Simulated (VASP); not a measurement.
A run of VASP 6.6.1 is set up as follows.

The input INCAR:

```
SYSTEM = TlZnAgC6N6
PREC     = Accurate       ! precision mode
ENCUT    = 520            ! plane-wave cutoff, eV
EDIFF    = 1E-6           ! SCF threshold, eV
ISMEAR   = 0              ! smearing method
SIGMA    = 0.1            ! smearing width, eV
LREAL    = Auto         
LASPH    = .True.         ! aspherical terms in the spheres
NELM     = 150            ! most SCF steps
ALGO     = Normal         ! electronic algorithm
ISIF     = 2              ! what is computed and relaxed
LWAVE    = .False.        ! write WAVECAR
LCHARG   = .True.         ! write CHGCAR
ISPIN    = 2              ! spin polarisation
MAGMOM   = 0 0 1 0 0 0 0 0 0 0 0 0 0 0 0 ! initial moments
LORBIT   = 11             ! projections on sites
LMAXMIX  = 4              ! l up to which the mixer works
GGA      = PE             ! functional
LELF     = .True.         ! ELF
LVHAR    = .True.       
NBANDS   = 62             ! bands
```

KPOINTS

```
Automatic mesh
0
Gamma
  4 4 4
  0 0 0
```

File POSCAR:

```
TlZnAgC6N6
1.0
    0.0000000000      5.1995000000      5.1995000000
    5.1995000000      0.0000000000      5.1995000000
    5.1995000000      5.1995000000      0.0000000000
Zn Tl Ag C N
1 1 1 6 6
Direct
    0.5000000000      0.5000000000      0.5000000000
    0.7500000000      0.7500000000      0.7500000000
    0.0000000000      0.0000000000      0.0000000000
    0.8055582300      0.1944417700      0.1944417700
    0.1944417700      0.1944417700      0.8055582300
    0.8055582300      0.1944417700      0.8055582300
    0.1944417700      0.8055582300      0.8055582300
    0.8055582300      0.8055582300      0.1944417700
    0.1944417700      0.8055582300      0.1944417700
    0.6930474100      0.3069525900      0.3069525900
    0.3069525900      0.3069525900      0.6930474100
    0.6930474100      0.3069525900      0.6930474100
    0.3069525900      0.6930474100      0.6930474100
    0.6930474100      0.6930474100      0.3069525900
    0.3069525900      0.6930474100      0.3069525900
```

Potentials or basis: VASP PAW PBE potentials, release 64 (Zn, Tl_d, Ag, C, N).

Launch:

```console
$ cat potpaw_PBE.64/Zn/POTCAR potpaw_PBE.64/Tl_d/POTCAR potpaw_PBE.64/Ag/POTCAR potpaw_PBE.64/C/POTCAR potpaw_PBE.64/N/POTCAR > POTCAR
$ mpirun -np 1 vasp_std > vasp.out
```

Problem. What does it give for the net moment?

Solution. 2.00 μB per cell.

Problem. Predict the largest force.

Solution. 2.638 eV/Å.

Forces on the atoms (eV/Å):
```
Zn   0.000  0.000  0.000
Tl   0.000  0.000  0.000
Ag   0.000  0.000  0.000
C    2.638  0.000  0.000
C    0.000  0.000  2.638
C    0.000 -2.638  0.000
C   -2.638  0.000  0.000
C    0.000  0.000 -2.638
C    0.000  2.638  0.000
N   -1.352  0.000  0.000
N    0.000  0.000 -1.352
N    0.000  1.352  0.000
N    1.352  0.000  0.000
N    0.000  0.000  1.352
N    0.000 -1.352  0.000
```

Caveat: forces of over 1 eV/Å act on the atoms, so gaps and moduli don't describe the material at rest.
